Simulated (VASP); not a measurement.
Write the native input for VASP 6.6.1 that does the following.

| Property | Result |
| --- | --- |
| Task | single point |
| Functional | PBE |
| Potentials or basis | VASP PAW PBE potentials, release 64 (Si) |
| Cutoff | 520 eV |
| k mesh | 12 × 12 × 6 |
| Occupations | gaussian, width 0.05 eV |
| Spin | no spin polarisation |
| Dipole correction | no |
| Further INCAR settings | ALGO = Normal; EDIFF = 1e-06; NBANDS = 16 |

The structure of Si lies in POSCAR:

```
Si
1.0
    3.5815064503     -0.0770216441      0.0000000000
   -1.8574559256      3.6071052948      0.0000000000
    0.0000000000      0.0000000000      6.3646810974
Si
4
Direct
    0.3333333333      0.6666666667      0.0629320729
    0.6666666667      0.3333333333      0.5629320729
    0.3333333333      0.6666666667      0.4370679271
    0.6666666667      0.3333333333      0.9370679271
```

This cell differs from its parent crystal: engineering shear strain xy -0.0400, strain +e along x and -e along y -0.0700.

These files were run (other wordings do the same):

INCAR

```
SYSTEM = Si
ALGO     = Normal         ! electronic algorithm
EDIFF    = 1E-6           ! SCF threshold, eV
ENCUT    = 520            ! plane-wave cutoff, eV
GGA      = PE             ! functional
ISIF     = 2              ! what is computed and relaxed
ISMEAR   = 0              ! smearing method
LASPH    = .True.         ! aspherical terms in the spheres
LCHARG   = .False.        ! write CHGCAR
LREAL    = .False.        ! projectors in reciprocal space
LWAVE    = .False.        ! write WAVECAR
NBANDS   = 16             ! bands
NELM     = 60             ! most SCF steps
PREC     = Accurate       ! precision mode
SIGMA    = 0.05           ! smearing width, eV
```

KPOINTS

```
k-points
0
Gamma
  12 12 6
  0 0 0
```

Potentials or basis: VASP PAW PBE potentials, release 64 (Si).

Run with:

```sh
$ cat potpaw_PBE.64/Si/POTCAR > POTCAR
$ mpirun -np 1 vasp_std > vasp.out
```

Results of the run:

| Property | Result |
| --- | --- |
| Pressure | 1.4 GPa |
| Largest force | 1.045 eV/Å |
| Band gap on the k mesh | zero (bands 8 and 9 overlap by 0.47 eV) |

Caveat: the cell differs from its parent crystal (engineering shear strain xy -0.0400, strain +e along x and -e along y -0.0700); the stress differs along the axes, from -9 to 13 GPa; semilocal functionals underestimate gaps, and a narrow one can read as zero; forces of over 1 eV/Å act on the atoms, so gaps and moduli don't describe the material at rest.

Wall time 6.2 min on 1 thread of Intel Xeon 8259CL, on a shared host, peak memory 0.39 GiB.
